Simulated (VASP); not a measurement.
# HfC4 (Pmmm) in VASP: further runs

Runs on HfC4. Level: PBE. Tasks: relaxation of cell and atoms, single point.

Everything below comes from runs of VASP 6.6.1. Logs are shortened: lines on timing, memory, paths and dates and some standing lists are left out, and cuts for length are marked.

## 1. The cell of the first run

It takes space group Pmmm (No. 47, orthorhombic). Conventional cell: a = 4.433 Å, b = 5.075 Å, c = 5.401 Å, α = 90.00°, β = 90.00°, γ = 90.00°. Hf (site symmetry mmm) has 12 C at 2.80 to 3.33 Å and 4 Hf at 3.37 Å within 3.7 Å. Hf (site symmetry mmm) has 20 C at 3.07 to 3.99 Å and 4 Hf at 3.37 Å within 4.0 Å. C (site symmetry m) has 3 C at 1.47 to 1.48 Å within 2.0 Å. Within 2.0 Å of C (site symmetry 2mm) lie 3 C at 1.47 to 1.48 Å. C (site symmetry 2mm) has 3 C at 1.47 to 1.48 Å within 2.0 Å.

## 2. Relaxation of cell and atoms, PBE

The input, INCAR:

```
PREC     = Accurate       # precision mode
ENCUT    = 600            # plane-wave cutoff, eV
EDIFF    = 1E-7           # SCF threshold, eV
ISMEAR   = 0              # smearing method
SIGMA    = 0.2            # smearing width, eV
LREAL    = F              # projectors in reciprocal space
LASPH    = T              # aspherical terms in the spheres
NELM     = 60             # most SCF steps
ALGO     = Normal         # electronic algorithm
ISIF     = 3              # what is computed and relaxed
LWAVE    = F              # write WAVECAR
LCHARG   = F              # write CHGCAR
GGA      = PE             # functional
IBRION   = 2              # ionic algorithm
NSW      = 36             # ionic steps
EDIFFG   = -0.08          # ionic threshold
```

The input, KPOINTS:

```
regular mesh
0
Gamma
  4 3 3
```

The input, POSCAR:

```
HfC4
1.0
    4.4328516100      0.0000000000      0.0000000000
    0.0000000000      5.0748508000      0.0000000000
    0.0000000000      0.0000000000      5.4009456400
Hf C
2 8
Direct
    0.5000000000      0.5000000000      0.0000000000
    0.0000000000      0.0000000000      0.0000000000
    0.8333300000      0.2500000000      0.5000000000
    0.6666700000      0.5000000000      0.5000000000
    0.8333300000      0.7500000000      0.5000000000
    0.6666700000      0.0000000000      0.5000000000
    0.1666700000      0.7500000000      0.5000000000
    0.3333300000      0.0000000000      0.5000000000
    0.1666700000      0.2500000000      0.5000000000
    0.3333300000      0.5000000000      0.5000000000
```

Potentials or basis: VASP PAW PBE potentials, release 64 (Hf_pv, C).

On the command line:

```
> cat potpaw_PBE.64/Hf_pv/POTCAR potpaw_PBE.64/C/POTCAR > POTCAR
> mpirun -np 1 vasp_std > vasp.out
```

OUTCAR:

```text
PREC = Accurate
   ENCUT = 600
   EDIFF = 1E-7
   ISMEAR = 0
   LREAL = F
   LASPH = T
   NELM = 60
   ISIF = 3
   GGA = PE
   IBRION = 2
   NSW = 36
   EDIFFG = -0.08

 ion  position               nearest neighbor table
   1  0.500  0.500  0.000-   4 2.80  10 2.80   4 2.80  10 2.80   2 3.37   2 3.37   2 3.37   2 3.37

   2  0.000  0.000  0.000-   1 3.37   1 3.37   1 3.37   1 3.37
   3  0.833  0.250  0.500-   4 1.47   6 1.47   9 1.48
   4  0.667  0.500  0.500-   3 1.47   5 1.47  10 1.48   1 2.80   1 2.80
   5  0.833  0.750  0.500-   4 1.47   6 1.47   7 1.48
   6  0.667  0.000  0.500-   3 1.47   5 1.47   8 1.48
   7  0.167  0.750  0.500-   8 1.47  10 1.47   5 1.48
   8  0.333  0.000  0.500-   7 1.47   9 1.47   6 1.48
   9  0.167  0.250  0.500-   8 1.47  10 1.47   3 1.48
  10  0.333  0.500  0.500-   7 1.47   9 1.47   4 1.48   1 2.80   1 2.80

  LATTYP: Found a simple orthorhombic cell.
 ALAT       =     4.4328516100
 B/A-ratio  =     1.1448275842
 C/A-ratio  =     1.2183908046

  Lattice vectors:

 A1 = (   4.4328516100,   0.0000000000,   0.0000000000)
 A2 = (   0.0000000000,   5.0748508000,   0.0000000000)
 A3 = (   0.0000000000,   0.0000000000,   5.4009456400)

Analysis of symmetry for initial positions (statically):
=====================================================================
 Subroutine PRICEL returns:
 Original cell was already a primitive cell.

 Routine SETGRP: Setting up the symmetry group for a
 simple orthorhombic supercell.

 Subroutine GETGRP returns: Found  8 space group operations
 (whereof  8 operations were pure point group operations)
 out of a pool of  8 trial point group operations.

The static configuration has the point symmetry D_2h.

Analysis of symmetry for dynamics (positions and initial velocities):
=====================================================================
 Subroutine PRICEL returns:
 Original cell was already a primitive cell.

 Routine SETGRP: Setting up the symmetry group for a
 simple orthorhombic supercell.

 Subroutine GETGRP returns: Found  8 space group operations
 (whereof  8 operations were pure point group operations)
 out of a pool of  8 trial point group operations.

The dynamic configuration has the point symmetry D_2h.

 Subroutine INISYM returns: Found  8 space group operations
 (whereof  8 operations are pure point group operations),
 and found     1 'primitive' translations

----------------------------------------------------------------------------------------

                                     Primitive cell

  volume of cell :     121.5000

  direct lattice vectors                    reciprocal lattice vectors
     4.432851610  0.000000000  0.000000000     0.225588422  0.000000000  0.000000000
     0.000000000  5.074850800  0.000000000     0.000000000  0.197050128  0.000000000
     0.000000000  0.000000000  5.400945640     0.000000000  0.000000000  0.185152762

  length of vectors
     4.432851610  5.074850800  5.400945640     0.225588422  0.197050128  0.185152762

  position of ions in fractional coordinates (direct lattice)
     0.500000000  0.500000000  0.000000000
     0.000000000  0.000000000  0.000000000
     0.833330000  0.250000000  0.500000000
     0.666670000  0.500000000  0.500000000
     0.833330000  0.750000000  0.500000000
     0.666670000  0.000000000  0.500000000
     0.166670000  0.750000000  0.500000000
     0.333330000  0.000000000  0.500000000
     0.166670000  0.250000000  0.500000000
     0.333330000  0.500000000  0.500000000

  ion indices of the primitive-cell ions
   primitive index   ion index
                 1           1
                 2           2
                 3           3
                 4           4
                 5           5
                 6           6
                 7           7
                 8           8
                 9           9
                10          10

----------------------------------------------------------------------------------------

 KPOINTS: regular mesh

Automatic generation of k-mesh.
 Grid dimensions read from file:
 generate k-points for:    4    3    3

 Generating k-lattice:

  Cartesian coordinates                     Fractional coordinates (reciprocal lattice)
     0.056397106  0.000000000  0.000000000     0.250000000  0.000000000  0.000000000
     0.000000000  0.065683376  0.000000000     0.000000000  0.333333333  0.000000000
     0.000000000  0.000000000  0.061717587     0.000000000  0.000000000  0.333333333

  Length of vectors
     0.056397106  0.065683376  0.061717587

  Shift w.r.t. Gamma in fractional coordinates (k-lattice)
     0.000000000  0.000000000  0.000000000

 Subroutine IBZKPT returns following result:
 ===========================================

 Found     12 irreducible k-points:

 Following reciprocal coordinates:
            Coordinates               Weight
  0.000000  0.000000  0.000000      1.000000
  0.250000  0.000000  0.000000      2.000000
  0.500000  0.000000  0.000000      1.000000
  0.000000  0.333333  0.000000      2.000000
  0.250000  0.333333  0.000000      4.000000
  0.500000  0.333333  0.000000      2.000000
  0.000000  0.000000  0.333333      2.000000
  0.250000  0.000000  0.333333      4.000000
  0.500000  0.000000  0.333333      2.000000
  0.000000  0.333333  0.333333      4.000000
  0.250000  0.333333  0.333333      8.000000
  0.500000  0.333333  0.333333      4.000000
   k-points           NKPTS =     12   k-points in BZ     NKDIM =     12   number of bands    NBANDS=     32
   number of dos      NEDOS =    301   number of ions     NIONS =     10
   total plane-waves  NPLWV =  72576
   dimension x,y,z NGX =    36 NGY =   42 NGZ =   48
   dimension x,y,z NGXF=    72 NGYF=   84 NGZF=   96
   ions per type =               2   8
   NGX,Y,Z   is equivalent  to a cutoff of  13.50, 13.76, 14.77 a.u.
   NGXF,Y,Z  is equivalent  to a cutoff of  27.00, 27.52, 29.55 a.u.
 SYSTEM =  unknown system
   PREC   = accura    normal or accurate (medium, high low for compatibility)
   ISTART =      0    job   : 0-new  1-cont  2-samecut
   ICHARG =      2    charge: 1-file 2-atom 10-const
   ISPIN  =      1    spin polarized calculation?
   LNONCOLLINEAR =      F non collinear calculations
   LSORBIT =      F    spin-orbit coupling
   LASPH  =      T    aspherical Exc in radial PAW
   ENCUT  =  600.0 eV  44.10 Ry    6.64 a.u.   8.85 10.14 10.79*2*pi/ulx,y,z
   NELM   =     60;   NELMIN=  2; NELMDL= -5     # of ELM steps
   EDIFF  = 0.1E-06   stopping-criterion for ELM
   LREAL  =      F    real-space projection
   EDIFFG = -.8E-01   stopping-criterion for IOM
   NSW    =     36    number of steps for IOM
   IBRION =      2    ionic relax: 0-MD 1-quasi-New 2-CG
   NFREE  =      1    steps in history (QN), initial steepest desc. (CG)
   ISIF   =      3    stress and relaxation
   ISYM   =      2    0-nonsym 1-usesym 2-fastsym
   POTIM  = 0.5000    time-step for ionic-motion
   TEBEG  =    0.0;   TEEND  =   0.0 temperature during run
   PSTRESS=    0.0 pullay stress
   NELECT =      52.0000    total number of electrons
   NUPDOWN=      -1.0000    fix difference up-down
   EMIN   =  10.00;   EMAX   =-10.00  energy-range for DOS
   EFERMI =   0.00;   METHOD = LEGACY
   ISMEAR =     0;   SIGMA  =   0.20  broadening in eV -4-tet -1-fermi 0-gaus
   EFERMI_NEDOS =   21; number of points for ismear=-14 and -15
   IALGO  =     38    algorithm
   IMIX   =      4    mixing-type and parameters
     AMIX     =   0.40;   BMIX     =  1.00
     AMIX_MAG =   1.60;   BMIX_MAG =  1.00
  volume/ion in A,a.u.               =      12.15        81.99
  Fermi-wavevector in a.u.,A,eV,Ry     =   1.233722  2.331396 20.709007  1.522069
  Thomas-Fermi vector in A             =   2.368441
   LORBIT       =      0    0 simple, 1 ext, 2 COOP (PROOUT), +10 PAW based schemes
   GGA     = PE    functional components
   LHFCALC =     F    Hartree Fock is set to
   AEXX    =    0.0000 exact exchange contribution
   IVDW    =     0    specifies the selected vdW correction
   LEPSILON=     F    determine dielectric tensor
   LRPA    =     F    only Hartree local field effects (RPA)
 conjugate gradient relaxation of ions
 non-spin polarized calculation
 Gauss-broadening in eV      SIGMA  =   0.20
  energy-cutoff  :      600.00
  volume of cell :      121.50
 maximum number of plane-waves:      4070
 NGX is ok and might be reduce to    36
   NGX = 17   NGY = 21   NGZ = 21

--------------------------------------- Ionic step        1  -------------------------------------------

 number of electron      52.0000004 magnetization

 Free energy of the ion-electron system (eV)
  ---------------------------------------------------
  ext. energy  EPLUGINS =         0.00000000
  ---------------------------------------------------
  free energy    TOTEN  =       -88.73917575 eV

  energy without entropy =      -88.64534629  energy(sigma->0) =      -88.69226102

------------------------ aborting loop because EDIFF is reached ----------------------------------------

  FORCE on cell =-STRESS in cart. coord.  units (eV):
  Direction    XX          YY          ZZ          XY          YZ          ZX
  --------------------------------------------------------------------------------------
  -------------------------------------------------------------------------------------
  Total      -18.2558319    -12.3106098    -12.5247142      0.0000000      0.0000000      0.0000000
  in kB     -240.7331693   -162.3356371   -165.1589563      0.0000000      0.0000000      0.0000000
  external PRESSURE =    -189.4092542 kB  Pullay stress =       0.0000000 kB
[... 113 lines left out ...]
  FREE ENERGIE OF THE ION-ELECTRON SYSTEM (eV)
  ---------------------------------------------------
  free  energy   TOTEN  =       -89.5067924228 eV

  energy  without entropy=      -89.4270914659  energy(sigma->0) =      -89.46694194

[... ionic steps 4 to 11 ...]

--------------------------------------- Ionic step       12  -------------------------------------------

 number of electron      51.9999995 magnetization

------------------------ aborting loop because EDIFF is reached ----------------------------------------

  FORCE on cell =-STRESS in cart. coord.  units (eV):
  Direction    XX          YY          ZZ          XY          YZ          ZX
  --------------------------------------------------------------------------------------
  -------------------------------------------------------------------------------------
  Total        1.3774708     -0.9337290     -0.1014220      0.0000000      0.0000000      0.0000000
  in kB       22.6667290    -15.3648132     -1.6689312      0.0000000      0.0000000      0.0000000
  external PRESSURE =       1.8776616 kB  Pullay stress =       0.0000000 kB
[... 73 lines left out ...]
  energy  without entropy=      -90.5903973146  energy(sigma->0) =      -90.64204360

--------------------------------------- Ionic step       14  -------------------------------------------

 number of electron      51.9999995 magnetization

 Free energy of the ion-electron system (eV)
  ---------------------------------------------------
  ext. energy  EPLUGINS =         0.00000000
  ---------------------------------------------------
  free energy    TOTEN  =       -90.69454708 eV

  energy without entropy =      -90.59148953  energy(sigma->0) =      -90.64301830

 E-fermi :   7.7787     XC(G=0): -11.7757

 val. band max:        7.7722131389   @ k =   0.2500   0.3333   0.0000
 cond. band min:       7.8033677010   @ k =   0.2500   0.3333   0.0000
 fundamental gap:      0.0311545621
 Fermi energy:         7.7787293517

 k-point     1 :       0.0000    0.0000    0.0000
  band No.  band energies     occupation
      1     -24.3321      2.00000
      2     -24.1292      2.00000
      3     -24.0495      2.00000
      4     -23.9445      2.00000
      5     -23.7540      2.00000
      6     -23.7370      2.00000
[... 446 lines left out ...]
  FREE ENERGIE OF THE ION-ELECTRON SYSTEM (eV)
  ---------------------------------------------------
  free  energy   TOTEN  =       -90.6945470796 eV

  energy  without entropy=      -90.5914895296  energy(sigma->0) =      -90.64301830

 reached required accuracy - stopping structural energy minimisation
```

Run time: 6.4 min. Hardware: 1 thread of Intel Xeon 6975P-C (Granite Rapids), shared host; peak memory 0.28 GiB.

Results:

```
Free energy                            : -90.6945 eV
Relaxed volume                         : 9.76 Å³/atom
Relaxed cell                           : a = 4.312 Å, b = 5.042 Å, c = 4.489 Å, α = 90.00°, β = 90.00°, γ = 90.00°
Space group after relaxing (to 0.05 Å) : Pmmm (No. 47)
Energy gained by relaxing              : 195.5 meV/atom
Ionic steps                            : 14
Pressure after relaxing                : -0.3 GPa
Largest force after relaxing           : 0.053 eV/Å
Band gap on the k mesh                 : zero (band 26 reaches 8.23 eV, above the bottom of band 27 at 7.18 eV)
```

Forces in eV/Å, atoms in the order of the input:
```
Hf   0.000  0.000  0.000
Hf   0.000  0.000  0.000
C    0.020 -0.001  0.000
C   -0.048  0.000  0.000
C    0.020  0.001  0.000
C   -0.053  0.000  0.000
C   -0.020  0.001  0.000
C    0.053  0.000  0.000
C   -0.020 -0.001  0.000
C    0.048  0.000  0.000
```

Stress tensor (GPa, compression positive):
```
 0.12  0.00  0.00
 0.00 -0.52  0.00
 0.00  0.00 -0.55
```

The path:
```tsv
step	energy change (eV)	largest force (eV/Å)	pressure (GPa)	volume (Å³)
1	0.0000	0.4337	-18.94	121.50
2	0.4858	1.9598	31.47	97.92
3	-0.7676	0.3726	-1.64	110.42
4	-1.2952	0.9315	-0.92	105.10
5	-0.6573	3.3963	18.73	88.69
6	-1.6011	1.8656	0.74	100.95
7	-1.6878	2.6941	4.31	96.61
8	-1.8067	1.7293	4.65	95.29
9	-1.8186	1.2915	5.02	94.71
10	-1.8837	0.8253	3.64	95.44
11	-1.9439	0.3209	0.83	97.09
12	-1.9522	0.1030	0.19	97.37
13	-1.9545	0.1526	-0.38	97.62
14	-1.9554	0.0534	-0.32	97.59
```

Final structure:
```
CELL_PARAMETERS angstrom
4.31209 0.00000 0.00000
0.00000 5.04205 0.00000
0.00000 0.00000 4.48868
ATOMIC_POSITIONS crystal
Hf 0.50000 0.50000 0.00000
Hf 0.00000 0.00000 0.00000
C 0.83333 0.24814 0.50000
C 0.66985 0.50000 0.50000
C 0.83333 0.75186 0.50000
C 0.66840 0.00000 0.50000
C 0.16667 0.75186 0.50000
C 0.33160 0.00000 0.50000
C 0.16667 0.24814 0.50000
C 0.33015 0.50000 0.50000
```

Caveat: the k points lie up to 0.47 Å⁻¹ apart in the final cell; the volume moved by over 15 % at a fixed basis, so the end points are rough; spin-orbit coupling is left out, which moves the levels of the heavy elements; the relaxation stopped at a loose force limit of 0.08 eV/Å, so its end isn't a converged minimum.

## 3. Single point, PBE

This run uses another cell than the first one, of 9.78 Å³/atom, 0.805 times its volume.

The input, INCAR:

```
SYSTEM = HfC4
PREC     = Accurate       ! precision mode
ENCUT    = 520            ! plane-wave cutoff, eV
EDIFF    = 1E-6           ! SCF threshold, eV
ISMEAR   = 0              ! smearing method
SIGMA    = 0.1            ! smearing width, eV
LREAL    = .FALSE.        ! projectors in reciprocal space
LASPH    = .TRUE.         ! aspherical terms in the spheres
NELM     = 100            ! most SCF steps
ALGO     = Normal         ! electronic algorithm
ISIF     = 2              ! what is computed and relaxed
LWAVE    = .FALSE.        ! write WAVECAR
LCHARG   = .FALSE.        ! write CHGCAR
GGA      = PE             ! functional
NBANDS   = 37             ! bands
```

The input, KPOINTS:

```
regular mesh
0
G
  8 8 6
  0 0 0
```

The input, POSCAR:

```
HfC4
1.0
    4.3168576489      0.0000000000      0.0000000000
    0.0000000000      4.4931433742      0.0000000000
    0.0000000000      0.0000000000      5.0400142607
Hf C
2 8
Direct
    0.5000000000      0.0000000000      0.5000000000
    0.0000000000      0.0000000000      0.0000000000
    0.1663229174      0.5000000000      0.7521428161
    0.3305117743      0.5000000000      0.5000000000
    0.1663229174      0.5000000000      0.2478571839
    0.3322890911      0.5000000000      0.0000000000
    0.8336770826      0.5000000000      0.2478571839
    0.6677109089      0.5000000000      0.0000000000
    0.8336770826      0.5000000000      0.7521428161
    0.6694882257      0.5000000000      0.5000000000
```

Potentials or basis: VASP PAW PBE potentials, release 64 (Hf_pv, C).

On the command line:

```
> cat potpaw_PBE.64/Hf_pv/POTCAR potpaw_PBE.64/C/POTCAR > POTCAR
> mpirun -np 1 vasp_std > vasp.out
```

Run time: 2.7 min. Hardware: 1 thread of Intel Xeon 6975P-C (Granite Rapids), shared host; peak memory 0.4 GiB.

It converged, with:

```yaml
Free_energy: -90.6624 eV
Pressure: -0.3 GPa
Largest_force: 0.008 eV/Å
Band_gap_on_the_k_mesh: zero (band 26 reaches 8.33 eV, above the bottom of band 27 at 7.09 eV)
```

Forces in eV/Å, atoms in the order of the input:
```
Hf   0.000  0.000  0.000
Hf   0.000  0.000  0.000
C    0.006  0.000 -0.002
C    0.008  0.000  0.000
C    0.006  0.000  0.002
C   -0.004  0.000  0.000
C   -0.006  0.000  0.002
C    0.004  0.000  0.000
C   -0.006  0.000 -0.002
C   -0.008  0.000  0.000
```

Stress tensor (GPa, compression positive):
```
 0.18  0.00  0.00
 0.00 -1.22  0.00
 0.00  0.00  0.17
```

Levels at points of the mesh, in eV from the Fermi level:
```
           k point  band 22  band 23  band 24  band 25  band 26  band 27  band 28  band 29  band 30  band 31
(0.00, 0.00, 0.00)    -4.79    -4.08    -2.12    -1.57    -0.88    -0.64     0.08     1.14     2.03     3.01
(0.50, 0.00, 0.00)    -4.76    -2.45    -2.21    -1.61    -1.60     0.12     0.20     1.57     1.87     2.44
(0.00, 0.50, 0.00)    -4.85    -3.47    -2.71    -2.64    -0.04     0.63     1.18     1.18     2.36     2.70
(0.50, 0.50, 0.00)    -5.43    -2.67    -2.59     0.02     0.46     0.88     1.26     1.27     1.28     1.29
(0.00, 0.00, 0.50)    -4.79    -2.57    -2.13    -2.00    -1.35     0.70     0.78     0.79     0.85     1.06
(0.50, 0.00, 0.50)    -6.54    -1.84    -1.82    -0.90     0.49     1.03     1.12     1.87     1.89     2.25
(0.00, 0.50, 0.50)    -3.99    -3.71    -2.78    -0.73    -0.15     0.52     1.25     1.30     1.32     1.33
(0.50, 0.50, 0.50)    -7.20    -2.50    -1.39     0.23     0.49     0.68     1.65     1.93     2.44     2.55
```

Caveat: spin-orbit coupling is left out, which moves the levels of the heavy elements.
